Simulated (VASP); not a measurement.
# Ti (P6_3/mmc) in VASP: further runs, part 2 of 2

VASP 6.6.1.

## 3. Single point, LDA

INCAR

```
PREC     = Accurate       # precision mode
ENCUT    = 520            # plane-wave cutoff, eV
EDIFF    = 1E-6           # SCF threshold, eV
ISMEAR   = 0              # smearing method
SIGMA    = 0.3            # smearing width, eV
LREAL    = False          # projectors in reciprocal space
LASPH    = True           # aspherical terms in the spheres
NELM     = 80             # most SCF steps
ALGO     = Normal         # electronic algorithm
ISIF     = 2              # what is computed and relaxed
LWAVE    = False          # write WAVECAR
LCHARG   = True           # write CHGCAR
GGA      = CA             # functional
LELF     = True           # ELF
LVHAR    = True         
NBANDS   = 19             # bands
```

KPOINTS

```
Automatic mesh
0
Gamma
  13 13 7
```

POSCAR

```
Ti
1.0
    2.8638698861      0.0000000000      0.0000000000
   -1.4319349430      2.4801840745      0.0000000000
    0.0000000000      0.0000000000      4.5399943151
Ti
2
Direct
    0.3333333333      0.6666666667      0.2500000000
    0.6666666667      0.3333333333      0.7500000000
```

Potentials or basis: VASP PAW LDA potentials, release 64 (Ti_sv).

On the command line:

```bash
cat potpaw_LDA.64/Ti_sv/POTCAR > POTCAR
mpirun -np 1 vasp_std > vasp.out
```

OUTCAR:

```text
PREC = Accurate
   ENCUT = 520
   EDIFF = 1E-6
   ISMEAR = 0
   LREAL = False
   LASPH = True
   NELM = 80
   ISIF = 2
   GGA = CA

 ion  position               nearest neighbor table
   1  0.333  0.667  0.250-   2 2.81   2 2.81   2 2.81   2 2.81   2 2.81   2 2.81
   2  0.667  0.333  0.750-   1 2.81   1 2.81   1 2.81   1 2.81   1 2.81   1 2.81

  LATTYP: Found a hexagonal cell.
 ALAT       =     2.8638698861
 C/A-ratio  =     1.5852655657

  Lattice vectors:

 A1 = (   2.8638698861,   0.0000000000,   0.0000000000)
 A2 = (  -1.4319349430,   2.4801840745,   0.0000000000)
 A3 = (   0.0000000000,   0.0000000000,   4.5399943151)

Analysis of symmetry for initial positions (statically):
=====================================================================
 Subroutine PRICEL returns:
 Original cell was already a primitive cell.

 Routine SETGRP: Setting up the symmetry group for a
 hexagonal supercell.

 Subroutine GETGRP returns: Found 24 space group operations
 (whereof 12 operations were pure point group operations)
 out of a pool of 24 trial point group operations.

The static configuration has the point symmetry D_3d.
 The point group associated with its full space group is D_6h.

Analysis of symmetry for dynamics (positions and initial velocities):
=====================================================================
 Subroutine PRICEL returns:
 Original cell was already a primitive cell.

 Routine SETGRP: Setting up the symmetry group for a
 hexagonal supercell.

 Subroutine GETGRP returns: Found 24 space group operations
 (whereof 12 operations were pure point group operations)
 out of a pool of 24 trial point group operations.

The dynamic configuration has the point symmetry D_3d.
 The point group associated with its full space group is D_6h.
[... 112 lines left out ...]
   EMIN   =  10.00;   EMAX   =-10.00  energy-range for DOS
   EFERMI =   0.00;   METHOD = LEGACY
   ISMEAR =     0;   SIGMA  =   0.30  broadening in eV -4-tet -1-fermi 0-gaus
   EFERMI_NEDOS =   21; number of points for ismear=-14 and -15
   IALGO  =     38    algorithm
   IMIX   =      4    mixing-type and parameters
     AMIX     =   0.40;   BMIX     =  1.00
     AMIX_MAG =   1.60;   BMIX_MAG =  1.00
  volume/ion in A,a.u.               =      16.12       108.81
  Fermi-wavevector in a.u.,A,eV,Ry     =   1.483592  2.803582 29.947028  2.201044
  Thomas-Fermi vector in A             =   2.597234
   LORBIT       =      0    0 simple, 1 ext, 2 COOP (PROOUT), +10 PAW based schemes
   GGA     = CA    functional components
   LHFCALC =     F    Hartree Fock is set to
   AEXX    =    0.0000 exact exchange contribution
   IVDW    =     0    specifies the selected vdW correction
   LEPSILON=     F    determine dielectric tensor
   LRPA    =     F    only Hartree local field effects (RPA)
 non-spin polarized calculation
 Gauss-broadening in eV      SIGMA  =   0.30
  energy-cutoff  :      520.00
  volume of cell :       32.25
 maximum number of plane-waves:       883
 NGX is ok and might be reduce to    24
   NGX = 11   NGY = 11   NGZ = 17

 number of electron      24.0000004 magnetization

 Free energy of the ion-electron system (eV)
  ---------------------------------------------------
  ext. energy  EPLUGINS =         0.00000000
  ---------------------------------------------------
  free energy    TOTEN  =       -17.14739371 eV

  energy without entropy =      -17.04741903  energy(sigma->0) =      -17.09740637

 E-fermi :   8.8639     XC(G=0): -12.1442

 val. band max:        8.8596099861   @ k =   0.0769   0.0769   0.4286
 cond. band min:       8.8650941823   @ k =   0.3846   0.2308   0.2857
 fundamental gap:      0.0054841962
 Fermi energy:         8.8638864202

 k-point     1 :       0.0000    0.0000    0.0000
  band No.  band energies     occupation
      1     -47.1399      2.00000
      2     -46.9456      2.00000
      3     -24.2044      2.00000
      4     -23.3875      2.00000
      5     -23.3875      2.00000
      6     -23.2776      2.00000
[... 505 lines left out ...]
      6     -23.4233      2.00000
[... 11 lines left out ...]
     18      10.8220      0.00000
     19      12.4845      0.00000

 [... further k-points ...]

------------------------ aborting loop because EDIFF is reached ----------------------------------------

  FORCE on cell =-STRESS in cart. coord.  units (eV):
  Direction    XX          YY          ZZ          XY          YZ          ZX
  --------------------------------------------------------------------------------------
  -------------------------------------------------------------------------------------
  Total       -0.0160628     -0.0160628     -0.0110817     -0.0000000      0.0000000      0.0000000
  in kB       -0.7980688     -0.7980688     -0.5505834     -0.0000000      0.0000000      0.0000000
  external PRESSURE =      -0.7155737 kB  Pullay stress =       0.0000000 kB

 VOLUME and BASIS-vectors are now :
 -----------------------------------------------------------------------------
  energy-cutoff  :      520.00
  volume of cell :       32.25
      direct lattice vectors                 reciprocal lattice vectors
     2.863869886  0.000000000  0.000000000     0.349177875  0.201597940  0.000000000
    -1.431934943  2.480184074  0.000000000     0.000000000  0.403195880  0.000000000
     0.000000000  0.000000000  4.539994315     0.000000000  0.000000000  0.220264593

 POSITION                                       TOTAL-FORCE (eV/Angst)
 -----------------------------------------------------------------------------------
     -0.00000      1.65346      1.13500        -0.000000      0.000000      0.000000
      1.43193      0.82673      3.40500         0.000000     -0.000000      0.000000
 -----------------------------------------------------------------------------------
    total drift:                               -0.000000      0.000000     -0.000000

  FREE ENERGIE OF THE ION-ELECTRON SYSTEM (eV)
  ---------------------------------------------------
  free  energy   TOTEN  =       -17.1473937058 eV

  energy  without entropy=      -17.0474190264  energy(sigma->0) =      -17.09740637
```

OSZICAR:

```text
N       E                     dE             d eps       ncg     rms          rms(c)
DAV:   1     0.263167170472E+03    0.26317E+03   -0.13026E+04  3192   0.158E+03
DAV:   2     0.110224421665E+02   -0.25214E+03   -0.24789E+03  3296   0.444E+02
DAV:   3    -0.178845873914E+02   -0.28907E+02   -0.28506E+02  5922   0.123E+02
DAV:   4    -0.190083848628E+02   -0.11238E+01   -0.11222E+01  3661   0.253E+01
DAV:   5    -0.190559722319E+02   -0.47587E-01   -0.47580E-01  4681   0.382E+00    0.124E+01
DAV:   6    -0.171502622337E+02    0.19057E+01   -0.66695E+00  3718   0.260E+01    0.328E+00
DAV:   7    -0.171285252626E+02    0.21737E-01   -0.67798E-01  4769   0.578E+00    0.206E+00
DAV:   8    -0.171554645573E+02   -0.26939E-01   -0.22327E-01  3420   0.565E+00    0.797E-01
DAV:   9    -0.171467885602E+02    0.86760E-02   -0.44720E-02  3493   0.238E+00    0.844E-02
DAV:  10    -0.171473963492E+02   -0.60779E-03   -0.38455E-03  4647   0.342E-01    0.875E-02
DAV:  11    -0.171474083043E+02   -0.11955E-04   -0.11109E-04  3972   0.887E-02    0.455E-02
DAV:  12    -0.171473939407E+02    0.14364E-04   -0.55132E-05  3625   0.705E-02    0.203E-03
DAV:  13    -0.171473937058E+02    0.23486E-06   -0.16159E-06  2477   0.126E-02
   1 F= -.17147394E+02 E0= -.17097406E+02  d E =-.999747E-01
```

It took 30 s on 1 thread of Intel Xeon Platinum 8488C (Sapphire Rapids), shared host; peak memory 0.16 GiB.

What came out:

```
Free energy            : -17.1474 eV
Pressure               : -0.1 GPa
Band gap on the k mesh : zero (bands 12 and 13 overlap by 1.09 eV)
```

Caveat: so wide a smearing shifts energies and pressures.
